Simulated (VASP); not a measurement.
Input of a VASP 6.6.1 run:

Contents of INCAR:

```
ALGO = Normal
EDIFF = 1E-6
ENCUT = 630
GGA = PE
GGA_COMPAT = F
ISIF = 2
ISMEAR = -1
LASPH = T
LCHARG = T
LELF = T
LREAL = F
LVHAR = T
LWAVE = F
NBANDS = 34
NELM = 120
PREC = Accurate
SIGMA = 0.02
```

KPOINTS

```
k-points
0
Gamma
  6 6 4
```

File POSCAR:

```
CdHgS2
1.0
    4.1808544811      0.0000000000      0.0000000000
    0.0000000000      4.1808544811      0.0000000000
    0.0000000000      0.0000000000      5.5341816492
Cd S Hg
1 2 1
Direct
    0.0000000000      0.0000000000      0.0000000000
    0.0000000000      0.5000000000      0.2462703360
    0.5000000000      0.0000000000      0.7537296640
    0.5000000000      0.5000000000      0.5000000000
```

Potentials or basis: VASP PAW PBE potentials, release 64 (Cd_sv_GW, S, Hg_sv_GW).

Launch:

```bash
$ cat potpaw_PBE.64/Cd_sv_GW/POTCAR potpaw_PBE.64/S/POTCAR potpaw_PBE.64/Hg_sv_GW/POTCAR > POTCAR
$ mpirun -np 1 vasp_std > vasp.out
```

(1) Estimate the pressure.

(2) Estimate the band gap on the k mesh.

(3) Estimate the largest force.

Results:

(1) 5.5 GPa.

(2) 0.28 eV.

(3) 0.012 eV/Å.

Caveat: the cell differs from its parent crystal (uniaxial z strain -6.0%); the cell stands under pressure; spin-orbit coupling is left out, which moves the levels of the heavy elements.
